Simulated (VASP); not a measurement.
Here is a VASP 6.6.1 calculation.

File INCAR:

```
SYSTEM = Te
ALGO     = Normal         ! electronic algorithm
EDIFF    = 1E-6           ! SCF threshold, eV
ENCUT    = 520            ! plane-wave cutoff, eV
GGA      = PS             ! functional
ISIF     = 2              ! what is computed and relaxed
ISMEAR   = -1             ! smearing method
LASPH    = .True.         ! aspherical terms in the spheres
LCHARG   = .False.        ! write CHGCAR
LREAL    = .False.        ! projectors in reciprocal space
LWAVE    = .False.        ! write WAVECAR
NBANDS   = 9              ! bands
NELM     = 80             ! most SCF steps
PREC     = Accurate       ! precision mode
SIGMA    = 0.1            ! smearing width, eV
```

File KPOINTS:

```
k-points
0
Gamma
  13 13 13
  0 0 0
```

POSCAR

```
Te
1.0
    0.0000000000      2.3108922327      2.3108922327
    2.3108922327      0.0000000000      2.3108922327
    2.3108922327      2.3108922327      0.0000000000
Te
1
Direct
    0.0000000000      0.0000000000      0.0000000000
```

Potentials or basis: VASP PAW PBE potentials, release 64 (Te).

The run is started by

```sh
$ cat potpaw_PBE.64/Te/POTCAR > POTCAR
$ mpirun -np 1 vasp_std > vasp.out
```

Q: Predict the pressure.

A: 6.2 GPa.

Q: What does it give for the band gap on the k mesh?

A: Zero (band 3 reaches 13.56 eV, above the bottom of band 4 at 7.35 eV).

Caveat: the PAW data sets were made with another functional, which shifts forces and pressure a little; spin-orbit coupling is left out, which moves the levels of the heavy elements.
